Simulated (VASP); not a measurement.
**BiS: density of states with PBE**

The system is BiS.

```xyz
2
Lattice="3.5798 0.0000 0.0000 0.0000 3.5798 0.0000 0.0000 0.0000 3.5798" Properties=species:S:1:pos:R:3 pbc="T T T"
Bi    0.0000    0.0000    0.0000
S     1.7899    1.7899    1.7899
```

```yaml
Program: VASP 6.6.1
Task: density of states
Functional: PBE
Potentials_or_basis: VASP PAW PBE potentials, release 64 (Bi_d, S)
Cutoff: 520 eV
k_mesh: 10 × 10 × 10
Occupations: gaussian, width 0.05 eV
Spin: no spin polarisation
Dipole_correction: no
k_mesh_for_the_DOS: 15 × 15 × 15
Occupations_for_the_DOS: tetrahedron
Further_INCAR_settings: ALGO = Normal; EDIFF = 1e-07; NBANDS = 18
```

```
Valence electrons inside the program's atomic spheres : Bi 12.60; S 3.63
```

Levels at points of the mesh, in eV from the Fermi level:
```tsv
k point	band 8	band 9	band 10	band 11	band 12	band 13
(0.00, 0.00, 0.00)	-3.26	-3.26	-3.26	3.71	3.71	4.33
```

Run time: 37 s on 1 thread of Intel(R) Xeon(R) 6975P-C (Granite Rapids), with other jobs on the host, peak memory 0.21 GiB.

Caveat: spin-orbit coupling is left out, which moves the levels of the heavy elements.
